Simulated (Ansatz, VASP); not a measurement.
**Two plane-wave programs on InAs**

INCAR

```
SYSTEM = InAs
PREC = Accurate
ENCUT = 500
EDIFF = 1E-6
ISMEAR = 0
SIGMA = 0.1
LREAL = .FALSE.
LASPH = .TRUE.
NELM = 120
ALGO = Normal
ISIF = 2
LWAVE = .FALSE.
LCHARG = .TRUE.
GGA = PS
LELF = .TRUE.
LVHAR = .TRUE.
NBANDS = 16
GGA_COMPAT = .FALSE.
```

The input KPOINTS:

```
regular mesh
0
G
  4 4 4
  0 0 0
```

Contents of POSCAR:

```
InAs
1.0
    0.0000000000      3.0437950982      3.0437950982
    3.0437950982      0.0000000000      3.0437950982
    3.0437950982      3.0437950982      0.0000000000
In As
1 1
Direct
    0.2500000000      0.2500000000      0.2500000000
    0.0000000000      0.0000000000      0.0000000000
```

Input for Ansatz:

```yaml
crystal:
  lattice:
    - [0.0, 3.0437950982, 3.0437950982]
    - [3.0437950982, 0.0, 3.0437950982]
    - [3.0437950982, 3.0437950982, 0.0]
  atoms:
    - { symbol: In, position: [0.25, 0.25, 0.25] }
    - { symbol: As, position: [0.0, 0.0, 0.0] }
basis:
  ecutwfc: 420
kpoints:
  mp_grid: { grid: [4, 4, 4] }
hamiltonian:
  xc: pbesol
  pseudopotentials: { kind: paw, azcp: { folder: soft_1 } }
scf:
  occupations: { method: gaussian, width: 0.1 }
output:
  forces: true
  stress: true
  eigenvalues: true
```

Alike in both runs: task single point; functional PBEsol; k mesh 4 × 4 × 4; occupations gaussian, width 0.1 eV; no spin polarisation.

|  | VASP | Ansatz |
| --- | --- | --- |
| version | VASP 6.6.1 | Ansatz 0.2.0 |
| potentials or method | VASP PAW PBE potentials, release 64 (In_d, As), cutoff 500 eV | scalar-relativistic, plane waves, PAW |
| valence electrons in the cell | 18 | 28 |

|  | VASP | Ansatz | Ansatz less VASP |
| --- | --- | --- | --- |
| gap on the k mesh at the Fermi level (eV) | none | none | - |
| pressure (GPa) | 0.6 | 0.5 | -0.08 |

VASP's potentials were made for PBE, not for PBEsol, and Ansatz warns of the same on its side. A gap of «none» marks a metal or a gap that the smearing closes. With one functional, cell and mesh, what is left measures potentials, basis and numerics. VASP's potentials hold 18 valence electrons a cell and Ansatz's 28, so a difference there can come from the potentials and not from the codes.

The k mesh is coarse, so the values compare programs but aren't converged.
